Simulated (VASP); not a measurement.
# Al (I4/mmm) in VASP: notebook

The runs below take Al through single point, with r2SCAN.

Program: VASP 6.6.1. These are calculated values, not measurements. Logs are shortened: lines on timing, memory, paths and dates and some standing lists are left out, and cuts for length are marked.

### 1 The cell of the first run

It takes space group I4/mmm (No. 139, tetragonal). Conventional cell: a = 3.262 Å, b = 3.262 Å, c = 3.342 Å, α = 90.00°, β = 90.00°, γ = 90.00°. Al (site symmetry 4/mmm) has 14 Al at 2.85 to 3.34 Å within 3.8 Å.

### 2 Single point, r2SCAN (strain +0.025 along x and y, +0.050 along z)

POSCAR reads:

```
Al
1.0
   -1.6309991572      1.6309991572      1.6707796245
    1.6309991572     -1.6309991572      1.6707796245
    1.6309991572      1.6309991572     -1.6707796245
Al
1
Direct
    0.0000000000      0.0000000000      0.0000000000
```

INCAR.step1 reads:

```
SYSTEM = Al
PREC = Accurate
ENCUT = 520
ISMEAR = 0
SIGMA = 0.15
LREAL = .False.
LASPH = .True.
NELM = 60
NBANDS = 8
GGA = PE
ALGO = Normal
EDIFF = 1E-4
LWAVE = .True.
LCHARG = .False.
```

INCAR.step2 reads:

```
SYSTEM = Al
PREC = Accurate
ENCUT = 520
EDIFF = 1E-6
ISMEAR = 0
SIGMA = 0.15
LREAL = .False.
LASPH = .True.
NELM = 60
ALGO = Normal
ISIF = 2
LWAVE = .False.
LCHARG = .False.
METAGGA = R2SCAN
LMIXTAU = .True.
NBANDS = 8
ISTART = 1
```

KPOINTS reads:

```
regular mesh
0
Gamma
  20 20 20
  0 0 0
```

Potentials or basis: VASP PAW PBE potentials, release 64 (Al).

Launch:

```
$ cat potpaw_PBE.64/Al/POTCAR > POTCAR
$ cp INCAR.step1 INCAR
$ mpirun -np 1 vasp_std > vasp.out
$ cp INCAR.step2 INCAR
$ mpirun -np 1 vasp_std > vasp.out
```

OUTCAR:

```text
SYSTEM = Al
   PREC = Accurate
   ENCUT = 520
   EDIFF = 1E-6
   ISMEAR = 0
   LREAL = .False.
   LASPH = .True.
   NELM = 60
   ISIF = 2
   METAGGA = R2SCAN
   ISTART = 1

 ion  position               nearest neighbor table
   1  0.000  0.000  0.000-

  LATTYP: Found a body centered tetragonal cell.
 ALAT       =     3.2619983144
 C/A-ratio  =     1.0243902439

  Lattice vectors:

 A1 = (  -1.6309991572,   1.6309991572,   1.6707796245)
 A2 = (   1.6309991572,  -1.6309991572,   1.6707796245)
 A3 = (   1.6309991572,   1.6309991572,  -1.6707796245)

Analysis of symmetry for initial positions (statically):
=====================================================================
 Subroutine PRICEL returns:
 Original cell was already a primitive cell.

 Routine SETGRP: Setting up the symmetry group for a
 body centered tetragonal supercell.

 Subroutine GETGRP returns: Found 16 space group operations
 (whereof 16 operations were pure point group operations)
 out of a pool of 16 trial point group operations.

The static configuration has the point symmetry D_4h.

Analysis of symmetry for dynamics (positions and initial velocities):
=====================================================================
 Subroutine PRICEL returns:
 Original cell was already a primitive cell.

 Routine SETGRP: Setting up the symmetry group for a
 body centered tetragonal supercell.

 Subroutine GETGRP returns: Found 16 space group operations
 (whereof 16 operations were pure point group operations)
 out of a pool of 16 trial point group operations.

The dynamic configuration has the point symmetry D_4h.

 Subroutine INISYM returns: Found 16 space group operations
 (whereof 16 operations are pure point group operations),
 and found     1 'primitive' translations

----------------------------------------------------------------------------------------

                                     Primitive cell

  volume of cell :      17.7782

  direct lattice vectors                    reciprocal lattice vectors
    -1.630999157  1.630999157  1.670779624     0.000000000  0.306560551  0.299261490
     1.630999157 -1.630999157  1.670779624     0.306560551  0.000000000  0.299261490
     1.630999157  1.630999157 -1.670779624     0.306560551  0.306560551  0.000000000

  length of vectors
     2.848125885  2.848125885  2.848125885     0.428411964  0.428411964  0.433542089

  position of ions in fractional coordinates (direct lattice)
     0.000000000  0.000000000  0.000000000

  ion indices of the primitive-cell ions
   primitive index   ion index
                 1           1

----------------------------------------------------------------------------------------

 KPOINTS: regular mesh

Automatic generation of k-mesh.
 Grid dimensions read from file:
 generate k-points for:   20   20   20

 Generating k-lattice:

  Cartesian coordinates                     Fractional coordinates (reciprocal lattice)
     0.000000000  0.015328028  0.014963075     0.050000000  0.000000000  0.000000000
     0.015328028  0.000000000  0.014963075     0.000000000  0.050000000  0.000000000
     0.015328028  0.015328028  0.000000000     0.000000000  0.000000000  0.050000000

  Length of vectors
     0.021420598  0.021420598  0.021677104

  Shift w.r.t. Gamma in fractional coordinates (k-lattice)
     0.000000000  0.000000000  0.000000000

 Subroutine IBZKPT returns following result:
 ===========================================

 Found    641 irreducible k-points:

 Following reciprocal coordinates:
            Coordinates               Weight
  0.000000  0.000000  0.000000      1.000000
  0.050000  0.000000 -0.000000      8.000000
  0.100000  0.000000  0.000000      8.000000
  0.150000  0.000000 -0.000000      8.000000
  0.200000  0.000000  0.000000      8.000000
  0.250000  0.000000 -0.000000      8.000000
[... 16 lines left out ...]
 -0.400000  0.050000  0.000000     16.000000
 -0.350000  0.050000  0.000000     16.000000
 [... further k-points ...]
   k-points           NKPTS =    641   k-points in BZ     NKDIM =    641   number of bands    NBANDS=      8
   number of dos      NEDOS =    301   number of ions     NIONS =      1
   total plane-waves  NPLWV =  13824
   dimension x,y,z NGX =    24 NGY =   24 NGZ =   24
   dimension x,y,z NGXF=    48 NGYF=   48 NGZF=   48
   ions per type =               1
   NGX,Y,Z   is equivalent  to a cutoff of  14.01, 14.01, 14.01 a.u.
   NGXF,Y,Z  is equivalent  to a cutoff of  28.02, 28.02, 28.02 a.u.
 SYSTEM =  Al
   PREC   = accura    normal or accurate (medium, high low for compatibility)
   ISTART =      1    job   : 0-new  1-cont  2-samecut
   ICHARG =      0    charge: 1-file 2-atom 10-const
   ISPIN  =      1    spin polarized calculation?
   LNONCOLLINEAR =      F non collinear calculations
   LSORBIT =      F    spin-orbit coupling
   LASPH  =      T    aspherical Exc in radial PAW
   ENCUT  =  520.0 eV  38.22 Ry    6.18 a.u.   5.30  5.30  5.30*2*pi/ulx,y,z
   NELM   =     60;   NELMIN=  2; NELMDL=  0     # of ELM steps
   EDIFF  = 0.1E-05   stopping-criterion for ELM
   LREAL  =      F    real-space projection
   EDIFFG = 0.1E-04   stopping-criterion for IOM
   NSW    =      0    number of steps for IOM
   IBRION =     -1    ionic relax: 0-MD 1-quasi-New 2-CG
   NFREE  =      0    steps in history (QN), initial steepest desc. (CG)
   ISIF   =      2    stress and relaxation
   ISYM   =      2    0-nonsym 1-usesym 2-fastsym
   POTIM  = 0.5000    time-step for ionic-motion
   TEBEG  =    0.0;   TEEND  =   0.0 temperature during run
   PSTRESS=    0.0 pullay stress
   NELECT =       3.0000    total number of electrons
   NUPDOWN=      -1.0000    fix difference up-down
   EMIN   =  10.00;   EMAX   =-10.00  energy-range for DOS
   EFERMI =   0.00;   METHOD = LEGACY
   ISMEAR =     0;   SIGMA  =   0.15  broadening in eV -4-tet -1-fermi 0-gaus
   EFERMI_NEDOS =   21; number of points for ismear=-14 and -15
   IALGO  =     38    algorithm
   IMIX   =      4    mixing-type and parameters
     AMIX     =   0.40;   BMIX     =  1.00
     AMIX_MAG =   1.60;   BMIX_MAG =  1.00
  volume/ion in A,a.u.               =      17.78       119.97
  Fermi-wavevector in a.u.,A,eV,Ry     =   0.904662  1.709563 11.135191  0.818413
  Thomas-Fermi vector in A             =   2.028136
   LORBIT       =      0    0 simple, 1 ext, 2 COOP (PROOUT), +10 PAW based schemes
   METAGGA = R2SCAN    functional components
   LHFCALC =     F    Hartree Fock is set to
   AEXX    =    0.0000 exact exchange contribution
   IVDW    =     0    specifies the selected vdW correction
   LEPSILON=     F    determine dielectric tensor
   LRPA    =     F    only Hartree local field effects (RPA)
 non-spin polarized calculation
 Gauss-broadening in eV      SIGMA  =   0.15
  energy-cutoff  :      520.00
  volume of cell :       17.78
 maximum number of plane-waves:       490
 NGX is ok and might be reduce to    24
   NGX = 11   NGY = 11   NGZ = 11

 number of electron       3.0000000 magnetization

 Free energy of the ion-electron system (eV)
  ---------------------------------------------------
  ext. energy  EPLUGINS =         0.00000000
  ---------------------------------------------------
  free energy    TOTEN  =        -6.59066269 eV

  energy without entropy =       -6.58576130  energy(sigma->0) =       -6.58821200

 E-fermi :   7.2643     XC(G=0): -10.6534

 val. band max:        7.2453302466   @ k =  -0.3500  -0.4000   0.2500
 cond. band min:       7.2659379081   @ k =   0.3000   0.1000   0.0500
 fundamental gap:      0.0206076615
 Fermi energy:         7.2643009550

 k-point     1 :       0.0000    0.0000    0.0000
  band No.  band energies     occupation
      1      -4.0704      2.00000
      2      20.6804      0.00000
      3      20.6804      0.00000
      4      21.2437      0.00000
      5      21.9080      0.00000
      6      22.1176      0.00000
      7      22.1176      0.00000
      8      23.6148      0.00000

 k-point     2 :       0.0500    0.0000   -0.0000
  band No.  band energies     occupation
      1      -3.9979      2.00000
      2      19.6316      0.00000
      3      20.1589      0.00000
      4      20.7882      0.00000
      5      21.7620      0.00000
      6      22.5120      0.00000
      7      22.9078      0.00000
      8      23.1157      0.00000

 k-point     3 :       0.1000    0.0000    0.0000
  band No.  band energies     occupation
      1      -3.7805      2.00000
      2      17.7283      0.00000
      3      19.2748      0.00000
      4      20.0393      0.00000
      5      21.1597      0.00000
      6      22.3638      0.00000
      7      23.1388      0.00000
      8      23.9559      0.00000

 k-point     4 :       0.1500    0.0000   -0.0000
  band No.  band energies     occupation
      1      -3.4189      2.00000
      2      15.6385      0.00000
      3      18.4357      0.00000
      4      19.2041      0.00000
      5      20.4352      0.00000
      6      21.6616      0.00000
      7      23.7335      0.00000
      8      24.1401      0.00000

 k-point     5 :       0.2000    0.0000    0.0000
  band No.  band energies     occupation
      1      -2.9141      2.00000
      2      13.5500      0.00000
      3      17.6978      0.00000
      4      18.4003      0.00000
      5      19.7268      0.00000
      6      21.0147      0.00000
      7      24.2877      0.00000
      8      24.5906      0.00000

 k-point     6 :       0.2500    0.0000   -0.0000
  band No.  band energies     occupation
      1      -2.2674      2.00000
      2      11.5291      0.00000
      3      17.0723      0.00000
      4      17.6828      0.00000
      5      19.0919      0.00000
      6      20.4329      0.00000
      7      24.8156      0.00000
      8      25.2876      0.00000

 k-point     7 :       0.3000    0.0000   -0.0000
  band No.  band energies     occupation
      1      -1.4805      2.00000
      2       9.6032      0.00000
      3      16.5624      0.00000
      4      17.0768      0.00000
      5      18.5567      0.00000
      6      19.9308      0.00000
      7      25.4202      0.00000
      8      26.1238      0.00000
[... 133 lines left out ...]
 k-point    20 :       0.4500    0.0500   -0.0000
  band No.  band energies     occupation
      1       2.3568      2.00000
      2       3.8593      2.00000
      3      14.6010      0.00000
      4      15.9048      0.00000
      5      18.1394      0.00000
      6      19.7587      0.00000
      7      27.7726      0.00000
      8      28.7898      0.00000

 k-point    21 :       0.5000    0.0500    0.0000
  band No.  band energies     occupation
      1       2.3870      2.00000
      2       3.8259      2.00000
      3      14.6308      0.00000
      4      15.8729      0.00000
      5      18.1627      0.00000
      6      19.7286      0.00000
      7      27.3063      0.00000
      8      29.2311      0.00000

 k-point    22 :      -0.4500    0.0500    0.0000
  band No.  band energies     occupation
      1       1.1498      2.00000
      2       5.3166      2.00000
      3      14.7882      0.00000
      4      15.9658      0.00000
      5      18.3126      0.00000
      6      19.8130      0.00000
      7      26.4344      0.00000
      8      29.1801      0.00000

 k-point    23 :      -0.4000    0.0500    0.0000
  band No.  band energies     occupation
      1       0.0239      2.00000
      2       6.9517      1.99680
      3      15.0723      0.00000
      4      16.1834      0.00000
      5      18.5878      0.00000
      6      20.0073      0.00000
      7      25.5750      0.00000
      8      28.4350      0.00000

 k-point    24 :      -0.3500    0.0500    0.0000
  band No.  band energies     occupation
      1      -0.9699      2.00000
      2       8.7084      0.00000
      3      15.4812      0.00000
      4      16.5253      0.00000
      5      18.9848      0.00000
      6      20.3016      0.00000
      7      24.8081      0.00000
      8      27.5311      0.00000

 [... further k-points ...]

------------------------ aborting loop because EDIFF is reached ----------------------------------------

  FORCE on cell =-STRESS in cart. coord.  units (eV):
  Direction    XX          YY          ZZ          XY          YZ          ZX
  --------------------------------------------------------------------------------------
  -------------------------------------------------------------------------------------
  Total       -0.7533890     -0.7533890     -0.6483327      0.0000000      0.0000000      0.0000000
  in kB      -67.8958496    -67.8958496    -58.4281140      0.0000000      0.0000000      0.0000000
  external PRESSURE =     -64.7399377 kB  Pullay stress =       0.0000000 kB

 VOLUME and BASIS-vectors are now :
 -----------------------------------------------------------------------------
  energy-cutoff  :      520.00
  volume of cell :       17.78
      direct lattice vectors                 reciprocal lattice vectors
    -1.630999157  1.630999157  1.670779624     0.000000000  0.306560551  0.299261490
     1.630999157 -1.630999157  1.670779624     0.306560551  0.000000000  0.299261490
     1.630999157  1.630999157 -1.670779624     0.306560551  0.306560551  0.000000000

 POSITION                                       TOTAL-FORCE (eV/Angst)
 -----------------------------------------------------------------------------------
      0.00000      0.00000      0.00000         0.000000      0.000000     -0.000000
 -----------------------------------------------------------------------------------
    total drift:                                0.000000     -0.000000     -0.000000

  FREE ENERGIE OF THE ION-ELECTRON SYSTEM (eV)
  ---------------------------------------------------
  free  energy   TOTEN  =        -6.5906626887 eV

  energy  without entropy=       -6.5857613027  energy(sigma->0) =       -6.58821200
```

It used 430 s of CPU time on 1 thread of AMD EPYC 7R13 Processor (Zen 3), on a shared host.

What came out:

- Free energy: -6.5907 eV
- Pressure: -6.5 GPa

Stress tensor (GPa, compression positive):
```
-6.79  0.00  0.00
 0.00 -6.79  0.00
 0.00  0.00 -5.84
```

Caveat: the cell differs from its parent crystal (strain +0.025 along x and y, +0.050 along z); the PAW data sets were made with another functional, which shifts forces and pressure a little.

### 3 Single point, r2SCAN (strain +0.050 along x and y, +0.025 along z)

POSCAR reads:

```
Al
1.0
   -1.6707796245      1.6707796245      1.6309991572
    1.6707796245     -1.6707796245      1.6309991572
    1.6707796245      1.6707796245     -1.6309991572
Al
1
Direct
    0.0000000000      0.0000000000      0.0000000000
```

INCAR.step1 reads:

```
ALGO     = Normal         # electronic algorithm
EDIFF    = 1E-4           # SCF threshold, eV
ENCUT    = 520            # plane-wave cutoff, eV
GGA      = PE             # functional
ISMEAR   = 0              # smearing method
LASPH    = T              # aspherical terms in the spheres
LCHARG   = F              # write CHGCAR
LREAL    = F              # projectors in reciprocal space
LWAVE    = T              # write WAVECAR
NBANDS   = 8              # bands
NELM     = 100            # most SCF steps
PREC     = Accurate       # precision mode
SIGMA    = 0.15           # smearing width, eV
```

INCAR.step2 reads:

```
ALGO     = Normal         # electronic algorithm
EDIFF    = 1E-6           # SCF threshold, eV
ENCUT    = 520            # plane-wave cutoff, eV
ISIF     = 2              # what is computed and relaxed
ISMEAR   = 0              # smearing method
ISTART   = 1            
LASPH    = T              # aspherical terms in the spheres
LCHARG   = T              # write CHGCAR
LELF     = T              # ELF
LMIXTAU  = T            
LREAL    = F              # projectors in reciprocal space
LVHAR    = T            
LWAVE    = F              # write WAVECAR
METAGGA  = R2SCAN         # meta-GGA
NBANDS   = 8              # bands
NELM     = 100            # most SCF steps
PREC     = Accurate       # precision mode
SIGMA    = 0.15           # smearing width, eV
```

KPOINTS reads:

```
k-points
0
Gamma
  20 20 20
```

Potentials or basis: VASP PAW PBE potentials, release 64 (Al).

Launch:

```
$ cat potpaw_PBE.64/Al/POTCAR > POTCAR
$ cp INCAR.step1 INCAR
$ mpirun -np 1 vasp_std > vasp.out
$ cp INCAR.step2 INCAR
$ mpirun -np 1 vasp_std > vasp.out
```

It used 420 s of CPU time on 1 thread of AMD EPYC 7R13 Processor (Zen 3), with other jobs on the host.

Results (log left out):

- Free energy: -6.5713 eV
- Pressure: -7.7 GPa

Stress tensor (GPa, compression positive):
```
-7.41  0.00  0.00
 0.00 -7.41  0.00
 0.00  0.00 -8.16
```

Levels at points of the mesh, in eV from the Fermi level:
| k point | band 1 | band 2 | band 3 | band 4 |
| --- | --- | --- | --- | --- |
| (0.00, 0.00, 0.00) | -11.17 | 13.09 | 13.66 | 13.66 |
| (0.50, 0.00, 0.00) | -4.29 | -3.81 | 7.93 | 8.31 |
| (0.50, 0.50, 0.00) | -4.41 | -4.04 | 8.38 | 8.82 |
| (0.50, 0.50, 0.50) | 1.63 | 1.63 | 2.30 | 3.01 |

Caveat: the cell differs from its parent crystal (strain +0.050 along x and y, +0.025 along z); the PAW data sets were made with another functional, which shifts forces and pressure a little.
